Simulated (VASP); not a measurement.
# Fe (P6_3/mmc) in VASP: relaxation of cell and atoms with LDA

Aim: the relaxation of cell and atoms of Fe with LDA.

Everything below comes from runs of VASP 6.6.1. Logs are shortened: lines on timing, memory, paths and dates and some standing lists are left out, and cuts for length are marked.

## Step 1: The cell of the first run

The structure is hexagonal, space group P6_3/mmc (No. 194). Conventional cell: a = 2.169 Å, b = 2.169 Å, c = 3.514 Å, α = 90.00°, β = 90.00°, γ = 120.00°. Within 2.9 Å of Fe (site symmetry -6m2) lie 12 Fe at 2.16 to 2.17 Å.

This isn't the form of Fe at room conditions, which is bcc.

## Step 2: Relaxation of cell and atoms, LDA, collinear spin, ferromagnetic start, target pressure 210 GPa, at which the enthalpy is minimised

INCAR reads:

```
ALGO = Normal ; EDIFF = 1E-6
EDIFFG = -0.005 ; ENCUT = 600
GGA = CA ; IBRION = 2
ISIF = 3 ; ISMEAR = -1
ISPIN = 2 ; LASPH = True
LCHARG = False ; LMAXMIX = 4
LORBIT = 11 ; LREAL = False
LWAVE = False ; MAGMOM = 2.5 2.5
NELM = 150 ; NSW = 60
PREC = Accurate ; PSTRESS = 2100.0
SIGMA = 0.05
```

KPOINTS reads:

```
k-points
0
Gamma
  20 20 11
```

POSCAR reads:

```
Fe
1.0
    2.1691858572      0.0000000000      0.0000000000
   -1.0845929286      1.8785700578      0.0000000000
    0.0000000000      0.0000000000      3.5140810886
Fe
2
Direct
    0.3333333333      0.6666666667      0.2500000000
    0.6666666667      0.3333333333      0.7500000000
```

Potentials or basis: VASP PAW LDA potentials, release 64 (Fe).

Command:

```bash
cat potpaw_LDA.64/Fe/POTCAR > POTCAR
mpirun -np 1 vasp_std > vasp.out
```

OUTCAR:

```text
EDIFF = 1E-6
   EDIFFG = -0.005
   ENCUT = 600
   GGA = CA
   IBRION = 2
   ISIF = 3
   ISMEAR = -1
   ISPIN = 2
   LASPH = True
   LORBIT = 11
   LREAL = False
   NELM = 150
   NSW = 60
   PREC = Accurate
   PSTRESS = 2100.0

 ion  position               nearest neighbor table
   1  0.333  0.667  0.250-   2 2.16   2 2.16   2 2.16   2 2.16   2 2.16   2 2.16   2 3.06   2 3.06
                             2 3.06   2 3.06   2 3.06   2 3.06
   2  0.667  0.333  0.750-   1 2.16   1 2.16   1 2.16   1 2.16   1 2.16   1 2.16   1 3.06   1 3.06
                             1 3.06   1 3.06   1 3.06   1 3.06

  LATTYP: Found a hexagonal cell.
 ALAT       =     2.1691858572
 C/A-ratio  =     1.6200000000

  Lattice vectors:

 A1 = (   2.1691858572,   0.0000000000,   0.0000000000)
 A2 = (  -1.0845929286,   1.8785700578,   0.0000000000)
 A3 = (   0.0000000000,   0.0000000000,   3.5140810886)

Analysis of symmetry for initial positions (statically):
=====================================================================
 Subroutine PRICEL returns:
 Original cell was already a primitive cell.

 Routine SETGRP: Setting up the symmetry group for a
 hexagonal supercell.

 Subroutine GETGRP returns: Found 24 space group operations
 (whereof 12 operations were pure point group operations)
 out of a pool of 24 trial point group operations.

The static configuration has the point symmetry D_3d.
 The point group associated with its full space group is D_6h.

Analysis of symmetry for dynamics (positions and initial velocities):
=====================================================================
 Subroutine PRICEL returns:
 Original cell was already a primitive cell.

 Routine SETGRP: Setting up the symmetry group for a
 hexagonal supercell.

 Subroutine GETGRP returns: Found 24 space group operations
 (whereof 12 operations were pure point group operations)
 out of a pool of 24 trial point group operations.

The dynamic configuration has the point symmetry D_3d.
 The point group associated with its full space group is D_6h.

Analysis of structural, dynamic, and magnetic symmetry:
=====================================================================
 Subroutine PRICEL returns:
 Original cell was already a primitive cell.

 Routine SETGRP: Setting up the symmetry group for a
 hexagonal supercell.

 Subroutine GETGRP returns: Found 24 space group operations
 (whereof 12 operations were pure point group operations)
 out of a pool of 24 trial point group operations.

The overall configuration has the point symmetry D_3d.
 The point group associated with its full space group is D_6h.

 Subroutine INISYM returns: Found 24 space group operations
 (whereof 12 operations are pure point group operations),
[... 136 lines left out ...]

 number of electron      16.0000013 magnetization      -0.0251984

 number of electron      16.0000013 magnetization       0.0000828

 Free energy of the ion-electron system (eV)
  ---------------------------------------------------
  ext. energy  EPLUGINS =         0.00000000
  ---------------------------------------------------
  free energy    TOTEN  =       -16.62737263 eV

  energy without entropy =      -16.61376491  energy(sigma->0) =      -16.62056877

------------------------ aborting loop because EDIFF is reached ----------------------------------------

  FORCE on cell =-STRESS in cart. coord.  units (eV):
  Direction    XX          YY          ZZ          XY          YZ          ZX
  --------------------------------------------------------------------------------------
  -------------------------------------------------------------------------------------
  Total       17.8388555     17.8388555     15.7609593      0.0000000      0.0000000      0.0000000
  in kB     1995.9131168   1995.9131167   1763.4262130      0.0000000      0.0000000      0.0000000
  external PRESSURE =    -181.5825178 kB  Pullay stress =    2100.0000000 kB
[... 101 lines left out ...]
  energy  without entropy=      -16.3004675306  energy(sigma->0) =      -16.30692674

  enthalpy is  TOTEN    =         2.1201722678 eV   P V=       18.4335582076

[... ionic steps 4 to 8 ...]

--------------------------------------- Ionic step        9  -------------------------------------------

 number of electron      16.0000013 magnetization      -0.0000006

 number of electron      16.0000013 magnetization       0.0000012
[... 75 lines left out ...]
 number of electron      16.0000013 magnetization       0.0000003

 number of electron      16.0000013 magnetization      -0.0000005

 Free energy of the ion-electron system (eV)
  ---------------------------------------------------
  ext. energy  EPLUGINS =         0.00000000
  ---------------------------------------------------
  free energy    TOTEN  =       -16.35310920 eV

  energy without entropy =      -16.34050251  energy(sigma->0) =      -16.34680585

 E-fermi :  11.9925     XC(G=0): -16.3323

 val. band max:       11.9871108502   @ k =   0.3000   0.3000   0.2727
 cond. band min:      12.0055029466   @ k =   0.2500   0.0500   0.2727
 fundamental gap:      0.0183920964
 Fermi energy:        11.9925445401

 spin component 1

 k-point     1 :       0.0000    0.0000    0.0000
  band No.  band energies     occupation
      1       1.0376      1.00000
      2       4.2695      1.00000
      3       9.0559      1.00000
      4       9.0559      1.00000
      5       9.2516      1.00000
      6       9.8813      1.00000
      7       9.8813      1.00000
      8      10.5423      1.00000
      9      10.5423      1.00000
     10      13.0411      0.00000
     11      13.1685      0.00000
     12      13.1685      0.00000
     13      25.3401      0.00000
     14      36.8559      0.00000
[... 403 lines left out ...]
      4       7.2681      1.00000
      5       8.8402      1.00000
      6       9.4380      1.00000
      7      10.0407      1.00000
      8      11.4706      0.99997
      9      12.1175      0.07585
     10      13.0683      0.00000
     11      13.6273      0.00000
     12      22.7151      0.00000
     13      24.9940      0.00000
     14      29.1631      0.00000
     15      32.9200      0.00000

 [... further k-points ...]

 spin component 2

 k-point     1 :       0.0000    0.0000    0.0000
  band No.  band energies     occupation
      1       1.0376      1.00000
      2       4.2695      1.00000
      3       9.0559      1.00000
      4       9.0559      1.00000
      5       9.2516      1.00000
      6       9.8813      1.00000
      7       9.8813      1.00000
      8      10.5423      1.00000
      9      10.5423      1.00000
     10      13.0411      0.00000
     11      13.1685      0.00000
     12      13.1685      0.00000
     13      25.3401      0.00000
     14      36.8559      0.00000
[... 448 lines left out ...]
  energy  without entropy=      -16.3405025060  energy(sigma->0) =      -16.34680585

  enthalpy is  TOTEN    =         2.1151249102 eV   P V=       18.4682341085

 reached required accuracy - stopping structural energy minimisation

 total charge

# of ion       s       p       d       tot
------------------------------------------
    1        0.764   1.099   6.950   8.814
    2        0.764   1.099   6.950   8.814
--------------------------------------------------
tot          1.528   2.198  13.901  17.627

 magnetization (x)

# of ion       s       p       d       tot
------------------------------------------
    1        0.000   0.000   0.000   0.000
    2        0.000   0.000   0.000   0.000
--------------------------------------------------
tot          0.000   0.000   0.000   0.000
```

OSZICAR:

```text
N       E                     dE             d eps       ncg     rms          rms(c)
DAV:   1     0.825455494213E+02    0.82546E+02   -0.81043E+03 16768   0.176E+03
DAV:   2    -0.148102077377E+02   -0.97356E+02   -0.87947E+02 15854   0.267E+02
[... 77 lines left out ...]
DAV:   2    -0.163537880876E+02    0.63308E-08   -0.16158E-08  7920   0.309E-03
  10 F= 0.21151251E+01 E0= 0.21214253E+01  d E =-.146744E-05  mag=    -0.0000
       N       E                     dE             d eps       ncg     rms          rms(c)
DAV:   1    -0.163531123633E+02    0.67573E-03   -0.15611E-04 18584   0.118E-01    0.131E-02
DAV:   2    -0.163531100394E+02    0.23239E-05   -0.30258E-06 16822   0.328E-02    0.590E-03
DAV:   3    -0.163531091984E+02    0.84104E-06   -0.53249E-07  8900   0.104E-02
  11 F= 0.21151249E+01 E0= 0.21214283E+01  d E =-.161986E-06  mag=     0.0000
```

Wall time 5.1 min (1 thread of Intel Xeon 6975P-C (Granite Rapids), shared host); peak memory 0.22 GiB.

Results:

```yaml
Free_energy: -16.3531 eV
Relaxed_volume: 7.05 Å³/atom
Relaxed_cell: a = 2.171 Å, b = 2.171 Å, c = 3.451 Å, α = 90.00°, β = 90.00°, γ = 120.00°
Space_group_after_relaxing_to_0.1_Å: P6_3/mmc (No. 194)
Energy_change_on_relaxing_the_run_minimises_the_enthalpy: +137.1 meV/atom
Ionic_steps: 11
Pressure_after_relaxing: 210.1 GPa
Band_gap_on_the_k_mesh: zero (filled and empty bands overlap)
Net_moment: 0.00 μB per cell
```

The path:
| step | energy change (eV) | largest force (eV/Å) | pressure (GPa) | volume (Å³) |
| --- | --- | --- | --- | --- |
| 1 | 0.0000 | 0.0000 | 191.84 | 14.32 |
| 2 | 2.7432 | 0.0000 | 356.45 | 12.69 |
| 3 | 0.3140 | 0.0000 | 212.20 | 14.06 |
| 4 | 0.3375 | 0.0000 | 213.69 | 14.05 |
| 5 | 0.1888 | 0.0000 | 204.65 | 14.16 |
| 6 | 0.2716 | 0.0000 | 209.82 | 14.09 |
| 7 | 0.2704 | 0.0000 | 209.81 | 14.09 |
| 8 | 0.2872 | 0.0000 | 210.87 | 14.08 |
| 9 | 0.2737 | 0.0000 | 210.04 | 14.09 |
| 10 | 0.2736 | 0.0000 | 210.02 | 14.09 |
| 11 | 0.2743 | 0.0000 | 210.08 | 14.09 |

Final structure:
```xyz
2
Lattice="2.1714 0.0000 0.0000 -1.0857 1.8805 0.0000 0.0000 0.0000 3.4507" Properties=species:S:1:pos:R:3 pbc="T T T"
Fe    0.0000    1.2537    0.8627
Fe    1.0857    0.6268    2.5880
```

Caveat: the cell is relaxed towards a set pressure, so the run minimises the enthalpy, not the energy; the moments typed at the start vanished in this run.
